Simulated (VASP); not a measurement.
# Ta32F (a cell with a defect) in VASP: a series of runs

The runs below take Ta32F (a cell with a defect) through single point, with PBE.

All numbers are computed with VASP 6.6.1; they aren't measurements. Logs are shortened: lines on timing, memory, paths and dates and some standing lists are left out, and cuts for length are marked.

## 1. The cell of the first run

The cell holds a defect, 33 atoms: a = 9.392 Å, b = 9.392 Å, c = 9.392 Å, α = 60.00°, β = 60.00°, γ = 60.00°.

## 2. Single point, PBE

The input, INCAR:

```
SYSTEM = Ta32F
PREC = Accurate ; ENCUT = 520
EDIFF = 1E-6 ; ISMEAR = 1
SIGMA = 0.1 ; LREAL = Auto
LASPH = .True. ; NELM = 60
ALGO = Normal ; ISIF = 2
LWAVE = .False. ; LCHARG = .True.
GGA = PE ; LELF = .True.
LVHAR = .True. ; NBANDS = 202
```

The input, KPOINTS:

```
regular mesh
0
Gamma
  1 1 1
  0 0 0
```

The input, POSCAR:

```
Ta32F
1.0
    0.0000000000      6.6414755500      6.6414755500
    6.6414755500      0.0000000000      6.6414755500
    6.6414755500      6.6414755500      0.0000000000
Ta F
32 1
Direct
   -0.0080179180     -0.0079536082      0.0082586385
    0.1202557346      0.1203361216      0.1333590319
    0.2502508732      0.2503263518      0.2499597373
    0.3749050726      0.3749755029      0.3672907633
   -0.0004496096     -0.0003793437      0.5006505734
    0.1202431681      0.1203285794      0.6265241029
    0.2229111476      0.2230057843      0.7772321627
    0.3749028569      0.3749632049      0.8833232865
    0.0005935112      0.4980942469     -0.0004014309
    0.1260077058      0.6238667909      0.1252901683
    0.2517825417      0.7492475655      0.2510421155
    0.3761285487      0.8830450428      0.3706531942
    0.0006252613      0.4980893030      0.5021976401
    0.1168841334      0.6329853567      0.6253042942
    0.2517748757      0.7492724163      0.7484141607
    0.3736601651      0.8668957280      0.8799647950
    0.4980241642      0.0006753017     -0.0004039114
    0.6237971645      0.1260761027      0.1252757132
    0.7491904269      0.2518781908      0.2510131069
    0.8829777462      0.3762121617      0.3706487492
    0.4979955486      0.0006840178      0.5022098164
    0.6329223766      0.1169523988      0.6253077255
    0.7491925644      0.2518459609      0.7484273844
    0.8668197536      0.3737541391      0.8799524494
    0.4995448189      0.4996205646      0.0006588517
    0.6295457792      0.6296302171      0.1172197434
    0.7578281585      0.7578854664      0.2424154284
    0.8748935041      0.8749825436      0.3764169013
    0.5268606787      0.5269431386      0.4732835637
    0.6295365107      0.6296156779      0.6240700748
    0.7502430560      0.7503281398      0.7499453698
    0.8748761169      0.8749940336      0.8742049633
    0.3750892772      0.3747700729      0.6259629775
```

Potentials or basis: VASP PAW PBE potentials, release 64 (Ta_pv, F).

On the command line:

```console
$ cat potpaw_PBE.64/Ta_pv/POTCAR potpaw_PBE.64/F/POTCAR > POTCAR
$ mpirun -np 1 vasp_gam > vasp.out
```

OUTCAR:

```text
SYSTEM = Ta32F
   PREC = Accurate
   ENCUT = 520
   EDIFF = 1E-6
   ISMEAR = 1
   LREAL = Auto
   LASPH = .True.
   NELM = 60
   ISIF = 2
   GGA = PE

 ion  position               nearest neighbor table
   1  0.992  0.992  0.008-  28 2.82  10 2.83  18 2.83  32 2.83   2 2.93  16 2.93  24 2.93   6 2.93
                             7 3.07  27 3.11  11 3.34  19 3.34  15 3.34  23 3.34
   2  0.120  0.120  0.133-   7 2.74   5 2.82  19 2.85  11 2.85   3 2.89   9 2.90  17 2.90   1 2.93
                            28 3.26  20 3.28  12 3.28  16 3.37  24 3.37   8 3.38
   3  0.250  0.250  0.250-   4 2.81   8 2.81  20 2.82  12 2.82  10 2.86  18 2.86   6 2.89   2 2.89
                            25 3.31  21 3.32  13 3.32  17 3.32   9 3.32   5 3.33
   4  0.375  0.375  0.367-  33 2.43  25 2.81   3 2.81  11 2.87  13 2.87  19 2.87  21 2.87  29 3.15
                             7 3.15  10 3.26  18 3.26  26 3.38   6 3.38  14 3.43  22 3.43
   5  1.000  1.000  0.501-  22 2.81  14 2.81   6 2.82   2 2.82  28 2.86  32 2.86  12 2.89  20 2.89
                            31 3.31  11 3.32  15 3.32  19 3.32  23 3.32   3 3.33
   6  0.120  0.120  0.627-   7 2.74   5 2.82  23 2.85  15 2.85   3 2.89  21 2.90  13 2.90   1 2.93
                            32 3.26  20 3.28  12 3.28  24 3.37  16 3.37   4 3.38
   7  0.223  0.223  0.777-  33 2.02   6 2.74  24 2.74  16 2.74   2 2.74   1 3.07   4 3.15  14 3.15
                            22 3.15   8 3.15  13 3.32  21 3.32   9 3.32  17 3.32
   8  0.375  0.375  0.883-  33 2.42  25 2.81   3 2.81  17 2.87  23 2.87   9 2.87  15 2.87  29 3.15
                             7 3.15  18 3.26  10 3.26   2 3.38  30 3.38  22 3.43  14 3.43
   9  0.001  0.498  1.000-  26 2.85  20 2.85  14 2.87   8 2.87  10 2.89  32 2.89   2 2.90  24 2.90
[... 32 lines left out ...]
                             3 3.31  19 3.32  23 3.32  11 3.32  15 3.32  31 3.33
  26  0.630  0.630  0.117-  29 2.74  31 2.82  17 2.85   9 2.85  25 2.89  19 2.90  11 2.90  27 2.93
                            32 3.26  16 3.28  24 3.28  12 3.37  20 3.37   4 3.38
  27  0.758  0.758  0.242-  28 2.82  10 2.83  18 2.83  32 2.83  30 2.93  20 2.93  12 2.93  26 2.93
                            29 3.07   1 3.11  13 3.34  21 3.34   9 3.34  17 3.34
  28  0.875  0.875  0.376-   1 2.82  27 2.82  31 2.86   5 2.86  11 2.89  13 2.89  19 2.89  21 2.89
                             2 3.26  30 3.26  22 3.26  14 3.26  18 3.34  10 3.34
  29  0.527  0.527  0.473-  33 2.02  26 2.74  12 2.74  20 2.74  30 2.74  27 3.07   4 3.15  14 3.15
                            22 3.15   8 3.15  11 3.32  19 3.32  15 3.32  23 3.32
  30  0.630  0.630  0.624-  29 2.74  31 2.82  21 2.85  13 2.85  25 2.89  15 2.90  23 2.90  27 2.93
                            28 3.26  24 3.28  16 3.28  12 3.37  20 3.37   8 3.38
  31  0.750  0.750  0.750-  22 2.81  14 2.81  26 2.82  30 2.82  28 2.86  32 2.86  24 2.89  16 2.89
                             5 3.31  21 3.32  13 3.32  17 3.32   9 3.32  25 3.33
  32  0.875  0.875  0.874-  27 2.83   1 2.83   5 2.86  31 2.86  23 2.89  17 2.89  15 2.89   9 2.89
                            26 3.26   6 3.26  22 3.26  14 3.26  18 3.34  10 3.34
  33  0.375  0.375  0.626-   7 2.02  29 2.02   8 2.42  22 2.42  14 2.43   4 2.43

  LATTYP: Found a face centered cubic cell.
 ALAT       =    13.2829511000

  Lattice vectors:

 A1 = (   0.0000000000,   6.6414755500,   6.6414755500)
 A2 = (   6.6414755500,   0.0000000000,   6.6414755500)
 A3 = (   6.6414755500,   6.6414755500,   0.0000000000)

Analysis of symmetry for initial positions (statically):
[... 185 lines left out ...]
  Fermi-wavevector in a.u.,A,eV,Ry     =   1.390481  2.627628 26.306014  1.933438
  Thomas-Fermi vector in A             =   2.514412
   LORBIT       =      0    0 simple, 1 ext, 2 COOP (PROOUT), +10 PAW based schemes
   GGA     = PE    functional components
   LHFCALC =     F    Hartree Fock is set to
   AEXX    =    0.0000 exact exchange contribution
   IVDW    =     0    specifies the selected vdW correction
   LEPSILON=     F    determine dielectric tensor
   LRPA    =     F    only Hartree local field effects (RPA)
 non-spin polarized calculation
 Methfessel and Paxton  Order N= 1 SIGMA  =   0.10
  energy-cutoff  :      520.00
  volume of cell :      585.90
 maximum number of plane-waves:      7833
 NGX is ok and might be reduce to    70
   NGX = 35   NGY = 35   NGZ = 35

 number of electron     358.9999999 magnetization

 Free energy of the ion-electron system (eV)
  ---------------------------------------------------
  ext. energy  EPLUGINS =         0.00000000
  ---------------------------------------------------
  free energy    TOTEN  =      -395.36576826 eV

  energy without entropy =     -395.32450715  energy(sigma->0) =     -395.35201455

 E-fermi :   5.5420     XC(G=0): -12.5797

 val. band max:        5.5110081567   @ k =   0.0000   0.0000   0.0000
 cond. band min:       5.9917230919   @ k =   0.0000   0.0000   0.0000
 fundamental gap:      0.4807149351
 Fermi energy:         5.5420119556

 k-point     1 :       0.0000    0.0000    0.0000
  band No.  band energies     occupation
      1     -29.3234      2.00000
      2     -29.0296      2.00000
      3     -28.8569      2.00000
      4     -28.8567      2.00000
      5     -28.8069      2.00000
      6     -28.8068      2.00000
[... 183 lines left out ...]
    190       6.6787     -0.00000
    191       6.7509     -0.00000
 [bands above 191 left out]

------------------------ aborting loop because EDIFF is reached ----------------------------------------

  FORCE on cell =-STRESS in cart. coord.  units (eV):
  Direction    XX          YY          ZZ          XY          YZ          ZX
  --------------------------------------------------------------------------------------
  -------------------------------------------------------------------------------------
  Total      -25.5117958    -25.4882638    -15.8172209     -0.0010174     -0.0032347     -0.0036590
  in kB      -69.7634392    -69.6990896    -43.2530793     -0.0027821     -0.0088454     -0.0100056
  external PRESSURE =     -60.9052027 kB  Pullay stress =       0.0000000 kB

 VOLUME and BASIS-vectors are now :
 -----------------------------------------------------------------------------
  energy-cutoff  :      520.00
  volume of cell :      585.90
      direct lattice vectors                 reciprocal lattice vectors
     0.000000000  6.641475550  6.641475550    -0.075284475  0.075284475  0.075284475
     6.641475550  0.000000000  6.641475550     0.075284475 -0.075284475  0.075284475
     6.641475550  6.641475550  0.000000000     0.075284475  0.075284475 -0.075284475

 POSITION                                       TOTAL-FORCE (eV/Angst)
 -----------------------------------------------------------------------------------
      6.64350      6.64307     13.17688         0.000204      0.000337      0.000671
      1.68491      1.68438      1.59788         0.000493      0.001234      0.000530
      3.32264      3.32214      3.32457        -0.000465     -0.000067      0.002018
      4.92974      4.92928      4.98031        -0.007787     -0.007734     -0.000294
      9.96401      9.96355     13.27745        -0.000850     -0.000921      0.001928
      4.96020      4.95964      1.59775        -0.000927     -0.000095      0.000542
[... 25 lines left out ...]
     11.61726     11.61648     11.62172        -0.000288      0.001397     -0.000523
      6.64634      6.64846      4.98017         0.000238     -0.001061     -0.002569
 -----------------------------------------------------------------------------------
    total drift:                               -0.000589     -0.001557      0.016154

  FREE ENERGIE OF THE ION-ELECTRON SYSTEM (eV)
  ---------------------------------------------------
  free  energy   TOTEN  =      -395.3657682559 eV

  energy  without entropy=     -395.3245071524  energy(sigma->0) =     -395.35201455
```

It took 3.8 min on 1 thread of AMD EPYC 9R14 (Zen 4), shared host; peak memory 0.65 GiB.

Results:

| Quantity | Value |
| --- | --- |
| Free energy | -395.3658 eV |
| Pressure | -6.1 GPa |
| Largest force | 0.062 eV/Å |

Forces in eV/Å, atoms in the order of the input:
```
Ta   0.000  0.000  0.001
Ta   0.000  0.001  0.001
Ta   0.000  0.000  0.002
Ta  -0.008 -0.008  0.000
Ta  -0.001 -0.001  0.002
Ta  -0.001  0.000  0.001
Ta   0.000  0.000 -0.062
Ta   0.009  0.008  0.001
Ta  -0.002  0.000  0.000
Ta   0.000 -0.001 -0.001
Ta  -0.001  0.001  0.001
Ta  -0.002  0.001 -0.001
Ta   0.000  0.002 -0.002
Ta   0.009 -0.008  0.001
Ta   0.000  0.001  0.000
Ta  -0.001  0.000  0.002
Ta   0.000 -0.001 -0.001
Ta   0.001  0.001 -0.001
Ta   0.000  0.000 -0.001
Ta   0.001 -0.002 -0.002
Ta   0.001  0.000  0.000
Ta  -0.007  0.008  0.000
Ta   0.000  0.000  0.001
Ta   0.001 -0.001  0.001
Ta  -0.001 -0.001  0.001
Ta   0.000  0.001 -0.001
Ta   0.001  0.000 -0.002
Ta  -0.001 -0.001  0.000
Ta   0.000 -0.001  0.061
Ta  -0.002 -0.001  0.000
Ta   0.000  0.000  0.001
Ta   0.000  0.001 -0.001
F    0.000 -0.001 -0.003
```

Stress tensor (GPa, compression positive):
```
-6.98  0.00  0.00
 0.00 -6.97  0.00
 0.00  0.00 -4.33
```

Caveat: the k points lie up to 0.82 Å⁻¹ apart; spin-orbit coupling is left out, which moves the levels of the heavy elements; an odd number of electrons without spin polarisation forces a metal; a magnetic or distorted state may lie lower.

## 3. Single point, PBE

The input, INCAR:

```
  PREC = Accurate
  ENCUT = 520
  EDIFF = 1E-7
  ISMEAR = 1
  SIGMA = 0.1
  LREAL = Auto
  LASPH = T
  NELM = 100
  ALGO = Normal
  ISIF = 2
  LWAVE = F
  LCHARG = T
  GGA = PE
  LELF = T
  LVHAR = T
  NBANDS = 202
```

The input, KPOINTS:

```
regular mesh
0
Gamma
  1 1 1
```

The input, POSCAR:

```
Ta32F
1.0
    0.0000000000      6.6414755500      6.6414755500
    6.6414755500      0.0000000000      6.6414755500
    6.6414755500      6.6414755500      0.0000000000
Ta F
32 1
Direct
    0.0007908236      0.0001425887     -0.0001230144
    0.1250783164      0.1249217621      0.1244767324
    0.2509385379      0.2456420333      0.2452260836
    0.4017121759      0.3482498319      0.3479846257
   -0.0049041245      0.0082381947      0.5010370027
    0.1266606688      0.1259698220      0.6228519463
    0.2497304654      0.2422193532      0.7579086877
    0.3729067369      0.3770229906      0.8741045153
   -0.0049560781      0.5014277285      0.0079901646
    0.1264998988      0.6234736072      0.1256425533
    0.2495959372      0.7583007807      0.2418724548
    0.3728248750      0.8745822241      0.3767451389
   -0.0083824361      0.5003637549      0.4998000597
    0.0977220079      0.6521398934      0.6519870206
    0.2484928237      0.7548937343      0.7544921628
    0.3743673542      0.8756074726      0.8751750247
    0.4986831928      0.0002612945     -0.0002181681
    0.6325727373      0.1174687490      0.1168521408
    0.7577904392      0.2455991086      0.2451801618
    0.8743661730      0.3755409364      0.3752024952
    0.5043749211     -0.0078175284      0.4985886394
    0.6239028279      0.1260595748      0.6229586779
    0.7496630578      0.2513147654      0.7487095918
    0.8753498908      0.3771531369      0.8741729804
    0.5042885739      0.4990375367     -0.0081597567
    0.6239900739      0.6233229349      0.1255508837
    0.7498146090      0.7491985186      0.2508520675
    0.8754799968      0.8744962388      0.3765763094
    0.5077100839      0.5001922578      0.4999573796
    0.6249963881      0.6249610562      0.6244812531
    0.7416388583      0.7548897858      0.7544305179
    0.8668010100      0.8831586101      0.8826592931
    0.2494102828      0.5006371138      0.4996076999
```

Potentials or basis: VASP PAW PBE potentials, release 64 (Ta_pv, F).

On the command line:

```console
$ cat potpaw_PBE.64/Ta_pv/POTCAR potpaw_PBE.64/F/POTCAR > POTCAR
$ mpirun -np 1 vasp_gam > vasp.out
```

Wall time 4.1 min (1 thread of AMD EPYC 9R14 (Zen 4), shared host); peak memory 0.64 GiB.

Results (log left out):

```
Free energy   : -395.3656 eV
Pressure      : -6.1 GPa
Largest force : 0.056 eV/Å
```

Forces on the atoms (eV/Å):
```
Ta   0.003 -0.005  0.007
Ta  -0.009  0.002 -0.005
Ta  -0.002 -0.002 -0.001
Ta  -0.051 -0.005  0.000
Ta   0.003 -0.002  0.003
Ta   0.000  0.002 -0.005
Ta  -0.002  0.004 -0.010
Ta   0.015 -0.004  0.002
Ta  -0.001 -0.001  0.004
Ta  -0.015  0.003 -0.003
Ta  -0.004 -0.002  0.013
Ta   0.002 -0.002 -0.001
Ta  -0.004 -0.002 -0.011
Ta   0.056 -0.005  0.002
Ta   0.001  0.004 -0.001
Ta   0.009 -0.001 -0.002
Ta   0.002 -0.003 -0.005
Ta  -0.011  0.005 -0.004
Ta   0.001  0.002 -0.002
Ta   0.012 -0.003  0.004
Ta   0.002 -0.002  0.004
Ta  -0.012  0.006 -0.001
Ta   0.002  0.004  0.005
Ta   0.002 -0.001  0.003
Ta   0.000 -0.002  0.003
Ta  -0.002  0.002  0.000
Ta   0.001 -0.004 -0.008
Ta   0.015  0.003  0.000
Ta  -0.003  0.001  0.012
Ta  -0.012  0.005 -0.003
Ta   0.002  0.001 -0.002
Ta   0.009  0.001  0.001
F   -0.010  0.000  0.001
```

Stress tensor (GPa, compression positive):
```
-4.33  0.00  0.00
 0.00 -6.93  0.00
 0.00  0.00 -7.00
```

Levels at points of the mesh, in eV from the Fermi level:
```tsv
k point	band 176	band 177	band 178	band 179	band 180	band 181	band 182	band 183	band 184	band 185
(0.00, 0.00, 0.00)	-0.92	-0.76	-0.69	-0.03	-0.03	0.45	0.56	0.70	0.71	0.96
```

Caveat: the k points lie up to 0.82 Å⁻¹ apart; spin-orbit coupling is left out, which moves the levels of the heavy elements; an odd number of electrons without spin polarisation forces a metal; a magnetic or distorted state may lie lower.
